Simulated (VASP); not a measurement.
**LiF: single point with PBE**

The system is LiF.

```
CELL_PARAMETERS angstrom
0.00000 1.91508 1.91508
1.91508 0.00000 1.91508
1.91508 1.91508 0.00000
ATOMIC_POSITIONS crystal
Li 0.00000 0.00000 0.00000
F 0.50000 0.50000 0.50000
```

This cell differs from its parent crystal: strain -4.0%.

* Program: VASP 6.6.1
* Task: single point
* Functional: PBE
* Potentials or basis: VASP PAW PBE potentials, release 64 (Li_sv, F)
* Cutoff: 520 eV
* k mesh: 6 × 6 × 6
* Occupations: gaussian, width 0.01 eV
* Spin: no spin polarisation

The band gap on the k mesh is 10.57 eV.

Levels at points of the mesh, in eV from the valence-band top:
```tsv
k point	band 1	band 2	band 3	band 4	band 5	band 6	band 7	band 8	band 9	band 10
(0.00, 0.00, 0.00)	-40.65	-20.43	0.00	0.00	0.00	10.57	25.84	25.84	25.84	26.02
(0.50, 0.00, 0.00)	-40.54	-19.88	-3.00	-0.29	-0.29	11.60	18.64	20.11	20.11	33.22
(0.50, 0.50, 0.00)	-40.52	-19.48	-3.72	-1.25	-1.25	16.32	17.17	19.39	22.10	22.10
```

Run time: 2.1 s on 1 thread of AMD EPYC 9R45 96-Core Processor (Zen 5), on a shared host, peak memory 0.08 GiB.

Caveat: the k points lie up to 0.47 Å⁻¹ apart; the cell differs from its parent crystal (strain -4.0%).
